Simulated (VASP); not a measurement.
Input of a VASP 6.6.1 run:

The input POSCAR:

```
Be
1.0
    7.1976270000      0.0000000000      0.0000000000
   -3.5988140000      6.2333280000      0.0000000000
    0.0000000000      0.0000000000      7.5191210000
Be
36
Direct
    0.0209242972      0.0222032276     -0.0199358409
    0.0309141742      0.1852301050      0.3146245419
   -0.0382446185     -0.0235829079      0.5013750942
    0.0949685089      0.2230590144      0.7301784344
    0.0116684918      0.3974602331      0.0512027935
    0.1730794582      0.7075834931      0.2595649146
    0.0029173533      0.3877382997      0.4846710141
    0.0895252801      0.5835726918      0.7955584170
    0.0206374411      0.7228883190      0.0178478309
    0.1189469774      0.9623270266      0.2039068130
   -0.0467420698      0.6884123537      0.4774228264
    0.1177434578      0.8998724277      0.7130088743
    0.3104208936      0.0698824127     -0.0472794626
    0.4347552952      0.2219360188      0.2261301554
    0.3187173563      0.0451283809      0.4546409082
    0.4396566213      0.2035349335      0.7049361222
    0.2892153860      0.3202623061      0.0120093825
    0.2878790942      0.4838667242      0.2903131895
    0.3375890957      0.3559896094      0.5063490799
    0.4374339819      0.5596528853      0.7924862494
    0.3070826183      0.6732679557      0.0149352564
    0.5108566753      0.8990061168      0.2498430335
    0.3171851531      0.6670754371      0.5162837518
    0.3756200262      0.9126264493      0.8198830688
    0.7474700028      0.0428503040     -0.0098681748
    0.7881412914      0.2400643765      0.2619322126
    0.6643213447     -0.0423369346      0.4637776144
    0.7691309586      0.2593959439      0.7316280720
    0.6142251592      0.2188397594      0.0508171101
    0.7921169140      0.5229950999      0.2021645881
    0.7192716890      0.3434601869      0.5061894868
    0.7949898219      0.5970967676      0.7807960532
    0.6497879103      0.6889578087      0.0155736289
    0.8231520528      0.8993911439      0.2832644933
    0.6516403645      0.7173375122      0.5169753220
    0.8001130917      0.8882414017      0.7854641520
```

INCAR.step1

```
  PREC = Accurate
  ENCUT = 520
  ISMEAR = -1
  SIGMA = 0.3
  LREAL = Auto
  LASPH = True
  NELM = 80
  NBANDS = 60
  GGA = PE
  ALGO = Normal
  EDIFF = 1E-4
  LWAVE = True
  LCHARG = False
```

Contents of INCAR.step2:

```
  PREC = Accurate
  ENCUT = 520
  EDIFF = 1E-6
  ISMEAR = -1
  SIGMA = 0.3
  LREAL = Auto
  LASPH = True
  NELM = 80
  ALGO = Normal
  ISIF = 2
  LWAVE = False
  LCHARG = False
  METAGGA = R2SCAN
  LMIXTAU = True
  NBANDS = 60
  ISTART = 1
```

The input KPOINTS:

```
regular mesh
0
Gamma
  2 2 2
```

Potentials or basis: VASP PAW PBE potentials, release 64 (Be).

Command:

```bash
$ cat potpaw_PBE.64/Be/POTCAR > POTCAR
$ cp INCAR.step1 INCAR
$ mpirun -np 1 vasp_std > vasp.out
$ cp INCAR.step2 INCAR
$ mpirun -np 1 vasp_std > vasp.out
```

Q: Estimate the pressure.

A: -1.0 GPa.

Q: Estimate the largest force.

A: 5.393 eV/Å.

Stress tensor (GPa, compression positive):
```
 0.71 -2.71  0.50
-2.71 -0.28  0.60
 0.50  0.60 -3.53
```

Caveat: the k points lie up to 0.50 Å⁻¹ apart; so wide a smearing shifts energies and pressures; the PAW data sets were made with another functional, which shifts forces and pressure a little.
